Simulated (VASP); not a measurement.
# WF3 in VASP: further runs

WF3 is run at these levels: PBE; tasks: single point.

Everything below comes from runs of VASP 6.6.1. Logs are shortened: lines on timing, memory, paths and dates and some standing lists are left out, and cuts for length are marked.

### Step 1. The cell of the first run

The typed cell holds 4 atoms: a = 3.444 Å, b = 3.444 Å, c = 3.445 Å, α = 90.00°, β = 90.00°, γ = 90.00°.

The cell was generated, and may not be a known phase.

### Step 2. Single point, PBE, collinear spin

Contents of INCAR:

```
PREC = Accurate
ENCUT = 520
EDIFF = 1E-6
ISMEAR = 0
SIGMA = 0.1
LREAL = False
LASPH = True
NELM = 150
ALGO = Normal
ISIF = 2
LWAVE = False
LCHARG = True
ISPIN = 2
MAGMOM = 2.15 0.06 0.06 0.06
LORBIT = 11
LMAXMIX = 4
GGA = PE
LELF = True
LVHAR = True
NBANDS = 30
```

Contents of KPOINTS:

```
regular mesh
0
Gamma
  6 6 6
```

Contents of POSCAR:

```
WF3
1.0
    3.4439815417      0.0000000000      0.0000000000
    0.0000000000      3.4439815417      0.0000000000
    0.0000000000      0.0000000000      3.4449529724
W F
1 3
Direct
    0.0000000000      0.0000000000      0.0000000000
    0.5000000000      0.5000000000      0.0000000000
    0.0000000000      0.5000000000      0.5000000000
    0.5000000000      0.0000000000      0.5000000000
```

Potentials or basis: VASP PAW PBE potentials, release 64 (W_sv, F).

On the command line:

```bash
> cat potpaw_PBE.64/W_sv/POTCAR potpaw_PBE.64/F/POTCAR > POTCAR
> mpirun -np 1 vasp_std > vasp.out
```

OUTCAR:

```text
PREC = Accurate
   ENCUT = 520
   EDIFF = 1E-6
   ISMEAR = 0
   LREAL = False
   LASPH = True
   NELM = 150
   ISIF = 2
   ISPIN = 2
   LORBIT = 11
   GGA = PE

 ion  position               nearest neighbor table
   1  0.000  0.000  0.000-   2 2.44   2 2.44   2 2.44   2 2.44   4 2.44   3 2.44   3 2.44   3 2.44
                             4 2.44   4 2.44   4 2.44   3 2.44
   2  0.500  0.500  0.000-   1 2.44   1 2.44   1 2.44   1 2.44
   3  0.000  0.500  0.500-   1 2.44   1 2.44   1 2.44   1 2.44
   4  0.500  0.000  0.500-   1 2.44   1 2.44   1 2.44   1 2.44

  LATTYP: Found a simple tetragonal cell.
 ALAT       =     3.4439815417
 C/A-ratio  =     1.0002820662

  Lattice vectors:

 A1 = (   3.4439815417,   0.0000000000,   0.0000000000)
 A2 = (   0.0000000000,   3.4439815417,   0.0000000000)
 A3 = (   0.0000000000,   0.0000000000,   3.4449529724)

Analysis of symmetry for initial positions (statically):
=====================================================================
 Subroutine PRICEL returns:
 Original cell was already a primitive cell.

 Routine SETGRP: Setting up the symmetry group for a
 simple tetragonal supercell.

 Subroutine GETGRP returns: Found 16 space group operations
 (whereof 16 operations were pure point group operations)
 out of a pool of 16 trial point group operations.

The static configuration has the point symmetry D_4h.

Analysis of symmetry for dynamics (positions and initial velocities):
=====================================================================
 Subroutine PRICEL returns:
 Original cell was already a primitive cell.

 Routine SETGRP: Setting up the symmetry group for a
 simple tetragonal supercell.

 Subroutine GETGRP returns: Found 16 space group operations
 (whereof 16 operations were pure point group operations)
 out of a pool of 16 trial point group operations.

The dynamic configuration has the point symmetry D_4h.

Analysis of structural, dynamic, and magnetic symmetry:
=====================================================================
 Subroutine PRICEL returns:
 Original cell was already a primitive cell.

 Routine SETGRP: Setting up the symmetry group for a
 simple tetragonal supercell.

 Subroutine GETGRP returns: Found 16 space group operations
 (whereof 16 operations were pure point group operations)
 out of a pool of 16 trial point group operations.

The overall configuration has the point symmetry D_4h.

 Subroutine INISYM returns: Found 16 space group operations
 (whereof 16 operations are pure point group operations),
 and found     1 'primitive' translations

----------------------------------------------------------------------------------------

                                     Primitive cell

  volume of cell :      40.8606

  direct lattice vectors                    reciprocal lattice vectors
     3.443981542  0.000000000  0.000000000     0.290361603  0.000000000  0.000000000
     0.000000000  3.443981542  0.000000000     0.000000000  0.290361603  0.000000000
     0.000000000  0.000000000  3.444952972     0.000000000  0.000000000  0.290279725

  length of vectors
     3.443981542  3.443981542  3.444952972     0.290361603  0.290361603  0.290279725

  position of ions in fractional coordinates (direct lattice)
     0.000000000  0.000000000  0.000000000
     0.500000000  0.500000000  0.000000000
     0.000000000  0.500000000  0.500000000
     0.500000000  0.000000000  0.500000000

  ion indices of the primitive-cell ions
   primitive index   ion index
                 1           1
                 2           2
                 3           3
                 4           4

----------------------------------------------------------------------------------------

 KPOINTS: regular mesh

Automatic generation of k-mesh.
 Grid dimensions read from file:
 generate k-points for:    6    6    6

 Generating k-lattice:

  Cartesian coordinates                     Fractional coordinates (reciprocal lattice)
     0.048393600  0.000000000  0.000000000     0.166666667  0.000000000  0.000000000
     0.000000000  0.048393600  0.000000000     0.000000000  0.166666667  0.000000000
     0.000000000  0.000000000  0.048379954     0.000000000  0.000000000  0.166666667

  Length of vectors
     0.048393600  0.048393600  0.048379954

  Shift w.r.t. Gamma in fractional coordinates (k-lattice)
     0.000000000  0.000000000  0.000000000

 Subroutine IBZKPT returns following result:
 ===========================================

 Found     40 irreducible k-points:

 Following reciprocal coordinates:
            Coordinates               Weight
  0.000000  0.000000  0.000000      1.000000
  0.166667  0.000000  0.000000      4.000000
  0.333333  0.000000  0.000000      4.000000
  0.500000  0.000000  0.000000      2.000000
  0.166667  0.166667  0.000000      4.000000
  0.333333  0.166667  0.000000      8.000000
[... 16 lines left out ...]
  0.333333  0.000000  0.333333      8.000000
  0.500000  0.000000  0.333333      4.000000
 [... further k-points ...]
   k-points           NKPTS =     40   k-points in BZ     NKDIM =     40   number of bands    NBANDS=     30
   number of dos      NEDOS =    301   number of ions     NIONS =      4
   total plane-waves  NPLWV =  21952
   dimension x,y,z NGX =    28 NGY =   28 NGZ =   28
   dimension x,y,z NGXF=    56 NGYF=   56 NGZF=   56
   ions per type =               1   3
   NGX,Y,Z   is equivalent  to a cutoff of  13.52, 13.52, 13.51 a.u.
   NGXF,Y,Z  is equivalent  to a cutoff of  27.03, 27.03, 27.02 a.u.
 SYSTEM =  unknown system
   PREC   = accura    normal or accurate (medium, high low for compatibility)
   ISTART =      0    job   : 0-new  1-cont  2-samecut
   ICHARG =      2    charge: 1-file 2-atom 10-const
   ISPIN  =      2    spin polarized calculation?
   LNONCOLLINEAR =      F non collinear calculations
   LSORBIT =      F    spin-orbit coupling
   LASPH  =      T    aspherical Exc in radial PAW
   ENCUT  =  520.0 eV  38.22 Ry    6.18 a.u.   6.40  6.40  6.41*2*pi/ulx,y,z
   NELM   =    150;   NELMIN=  2; NELMDL= -5     # of ELM steps
   EDIFF  = 0.1E-05   stopping-criterion for ELM
   LREAL  =      F    real-space projection
   EDIFFG = 0.1E-04   stopping-criterion for IOM
   NSW    =      0    number of steps for IOM
   IBRION =     -1    ionic relax: 0-MD 1-quasi-New 2-CG
   NFREE  =      0    steps in history (QN), initial steepest desc. (CG)
   ISIF   =      2    stress and relaxation
   ISYM   =      2    0-nonsym 1-usesym 2-fastsym
   POTIM  = 0.5000    time-step for ionic-motion
   TEBEG  =    0.0;   TEEND  =   0.0 temperature during run
   PSTRESS=    0.0 pullay stress
   NELECT =      35.0000    total number of electrons
   NUPDOWN=      -1.0000    fix difference up-down
   EMIN   =  10.00;   EMAX   =-10.00  energy-range for DOS
   EFERMI =   0.00;   METHOD = LEGACY
   ISMEAR =     0;   SIGMA  =   0.10  broadening in eV -4-tet -1-fermi 0-gaus
   EFERMI_NEDOS =   21; number of points for ismear=-14 and -15
   IALGO  =     38    algorithm
   IMIX   =      4    mixing-type and parameters
     AMIX     =   0.40;   BMIX     =  1.00
     AMIX_MAG =   1.60;   BMIX_MAG =  1.00
  volume/ion in A,a.u.               =      10.22        68.94
  Fermi-wavevector in a.u.,A,eV,Ry     =   1.554757  2.938065 32.888948  2.417270
  Thomas-Fermi vector in A             =   2.658797
   LORBIT       =     11    0 simple, 1 ext, 2 COOP (PROOUT), +10 PAW based schemes
   GGA     = PE    functional components
   LHFCALC =     F    Hartree Fock is set to
   AEXX    =    0.0000 exact exchange contribution
   IVDW    =     0    specifies the selected vdW correction
   LEPSILON=     F    determine dielectric tensor
   LRPA    =     F    only Hartree local field effects (RPA)
 spin polarized calculation
 Gauss-broadening in eV      SIGMA  =   0.10
  energy-cutoff  :      520.00
  volume of cell :       40.86
 maximum number of plane-waves:      1141
 NGX is ok and might be reduce to    28
   NGX = 13   NGY = 13   NGZ = 13

 number of electron      34.9999977 magnetization       2.8682037

 Free energy of the ion-electron system (eV)
  ---------------------------------------------------
  ext. energy  EPLUGINS =         0.00000000
  ---------------------------------------------------
  free energy    TOTEN  =       -21.65125294 eV

  energy without entropy =      -21.63835020  energy(sigma->0) =      -21.64480157

 E-fermi :   6.6373     XC(G=0): -12.0626

 val. band max:        6.6145187905   @ k =   0.3333   0.3333   0.1667
 cond. band min:       6.7520460989   @ k =   0.1667   0.0000   0.1667
 fundamental gap:      0.1375273084
 Fermi energy:         6.6373127609

 spin component 1

 k-point     1 :       0.0000    0.0000    0.0000
  band No.  band energies     occupation
      1     -69.5994      1.00000
      2     -33.8646      1.00000
      3     -33.8646      1.00000
      4     -33.8646      1.00000
      5     -18.8632      1.00000
      6     -16.9007      1.00000
[... 21 lines left out ...]
     28      24.6616      0.00000
     29      27.9619      0.00000

 k-point     2 :       0.1667    0.0000    0.0000
  band No.  band energies     occupation
      1     -69.5987      1.00000
      2     -33.8900      1.00000
      3     -33.8624      1.00000
      4     -33.8624      1.00000
      5     -18.7229      1.00000
      6     -17.0062      1.00000
[... 21 lines left out ...]
     28      24.8478      0.00000
     29      26.6942      0.00000

 k-point     3 :       0.3333    0.0000    0.0000
  band No.  band energies     occupation
      1     -69.5975      1.00000
      2     -33.9405      1.00000
      3     -33.8582      1.00000
      4     -33.8581      1.00000
      5     -18.3581      1.00000
      6     -17.3100      1.00000
[... 638 lines left out ...]
      5     -18.0077      1.00000
      6     -17.2960      1.00000
[... 21 lines left out ...]
     28      24.2351      0.00000
     29      24.4804      0.00000

 k-point    24 :       0.5000    0.0000    0.3333
  band No.  band energies     occupation
      1     -69.5951      1.00000
      2     -33.9531      1.00000
      3     -33.9256      1.00000
      4     -33.8498      1.00000
      5     -17.7735      1.00000
      6     -17.4674      1.00000
[... 21 lines left out ...]
     28      23.8021      0.00000
     29      24.2513      0.00000

 [... further k-points ...]

 spin component 2

 k-point     1 :       0.0000    0.0000    0.0000
  band No.  band energies     occupation
      1     -68.3807      1.00000
      2     -32.2323      1.00000
      3     -32.2323      1.00000
      4     -32.2321      1.00000
      5     -18.7797      1.00000
      6     -16.8409      1.00000
[... 21 lines left out ...]
     28      25.6898      0.00000
     29      28.2375      0.00000

 k-point     2 :       0.1667    0.0000    0.0000
  band No.  band energies     occupation
      1     -68.3801      1.00000
      2     -32.2581      1.00000
      3     -32.2300      1.00000
      4     -32.2298      1.00000
      5     -18.6426      1.00000
      6     -16.9463      1.00000
[... 21 lines left out ...]
     28      25.8419      0.00000
     29      27.1642      0.00000

 k-point     3 :       0.3333    0.0000    0.0000
  band No.  band energies     occupation
      1     -68.3789      1.00000
      2     -32.3093      1.00000
      3     -32.2256      1.00000
      4     -32.2254      1.00000
      5     -18.2866      1.00000
      6     -17.2472      1.00000
[... 638 lines left out ...]
      5     -17.9427      1.00000
      6     -17.2399      1.00000
[... 21 lines left out ...]
     28      24.8916      0.00000
     29      24.9927      0.00000

 k-point    24 :       0.5000    0.0000    0.3333
  band No.  band energies     occupation
      1     -68.3767      1.00000
      2     -32.3205      1.00000
      3     -32.2924      1.00000
      4     -32.2169      1.00000
      5     -17.7129      1.00000
      6     -17.4081      1.00000
[... 21 lines left out ...]
     28      24.3539      0.00000
     29      24.7501      0.00000

 [... further k-points ...]

 [bands above 29 left out]

------------------------ aborting loop because EDIFF is reached ----------------------------------------

  FORCE on cell =-STRESS in cart. coord.  units (eV):
  Direction    XX          YY          ZZ          XY          YZ          ZX
  --------------------------------------------------------------------------------------
  -------------------------------------------------------------------------------------
  Total        0.0727514      0.0727514      0.0598410      0.0000000      0.0000000      0.0000000
  in kB        2.8526399      2.8526399      2.3464146      0.0000000      0.0000000      0.0000000
  external PRESSURE =       2.6838981 kB  Pullay stress =       0.0000000 kB

 VOLUME and BASIS-vectors are now :
 -----------------------------------------------------------------------------
  energy-cutoff  :      520.00
  volume of cell :       40.86
      direct lattice vectors                 reciprocal lattice vectors
     3.443981542  0.000000000  0.000000000     0.290361603  0.000000000  0.000000000
     0.000000000  3.443981542  0.000000000     0.000000000  0.290361603  0.000000000
     0.000000000  0.000000000  3.444952972     0.000000000  0.000000000  0.290279725

 POSITION                                       TOTAL-FORCE (eV/Angst)
 -----------------------------------------------------------------------------------
      0.00000      0.00000      0.00000         0.000000      0.000000      0.000000
      1.72199      1.72199      0.00000         0.000000      0.000000      0.000000
      0.00000      1.72199      1.72248         0.000000      0.000000      0.000000
      1.72199      0.00000      1.72248         0.000000      0.000000      0.000000
 -----------------------------------------------------------------------------------
    total drift:                                0.000000      0.000000      0.000000

  FREE ENERGIE OF THE ION-ELECTRON SYSTEM (eV)
  ---------------------------------------------------
  free  energy   TOTEN  =       -21.6512529379 eV

  energy  without entropy=      -21.6383501976  energy(sigma->0) =      -21.64480157

 total charge

# of ion       s       p       d       tot
------------------------------------------
    1        2.163   6.083   3.094  11.340
    2        1.751   4.314   0.000   6.065
    3        1.751   4.314   0.000   6.065
    4        1.751   4.314   0.000   6.065
--------------------------------------------------
tot          7.417  19.024   3.094  29.535

 magnetization (x)

# of ion       s       p       d       tot
------------------------------------------
    1        0.040   0.018   2.360   2.419
    2        0.011   0.010   0.000   0.021
    3        0.011   0.010   0.000   0.021
    4        0.011   0.010   0.000   0.021
--------------------------------------------------
tot          0.073   0.049   2.360   2.482
```

It took 2.8 min on 1 thread of AMD EPYC 7R13, shared host; peak memory 0.19 GiB.

Results:

```
Free energy                                           : -21.6513 eV
Pressure                                              : 0.3 GPa
Net moment                                            : 2.87 μB per cell
Site moments                                          : W +2.42; F +0.02 μB
Valence electrons inside the program's atomic spheres : W 11.34; F 6.07
```

Levels at points of the mesh, in eV from the Fermi level:
Spin up:
```
           k point  band 17  band 18  band 19  band 20  band 21  band 22
(0.00, 0.00, 0.00)    -2.87    -2.87    -0.86    -0.86    -0.86    -0.32
(0.50, 0.00, 0.00)    -1.05    -0.74    -0.18     1.30     1.30     4.85
(0.50, 0.50, 0.00)    -0.48    -0.40     0.67     1.26     1.26     5.54
(0.00, 0.00, 0.50)    -1.05    -0.74    -0.18     1.30     1.30     4.85
(0.50, 0.00, 0.50)    -0.48    -0.40     0.67     1.26     1.26     5.54
(0.50, 0.50, 0.50)    -0.98    -0.98    -0.98    -0.06    -0.05     3.34
```
Spin down:
| k point | band 13 | band 14 | band 15 | band 16 | band 17 | band 18 | band 19 | band 20 |
| --- | --- | --- | --- | --- | --- | --- | --- | --- |
| (0.00, 0.00, 0.00) | -5.28 | -3.45 | -3.45 | -3.45 | -0.73 | -0.73 | 1.04 | 1.04 |
| (0.50, 0.00, 0.00) | -5.82 | -4.89 | -3.87 | -3.87 | 1.11 | 1.18 | 1.47 | 2.91 |
| (0.50, 0.50, 0.00) | -6.13 | -4.74 | -4.33 | -3.14 | 1.38 | 1.63 | 2.85 | 2.85 |
| (0.00, 0.00, 0.50) | -5.82 | -4.89 | -3.87 | -3.87 | 1.11 | 1.18 | 1.47 | 2.91 |
| (0.50, 0.00, 0.50) | -6.13 | -4.74 | -4.33 | -3.14 | 1.38 | 1.63 | 2.85 | 2.85 |
| (0.50, 0.50, 0.50) | -4.09 | -4.09 | -3.12 | -3.12 | 0.83 | 0.83 | 0.83 | 2.30 |

Caveat: spin-orbit coupling is left out, which moves the levels of the heavy elements.

(Continued in part 2 of 2.)
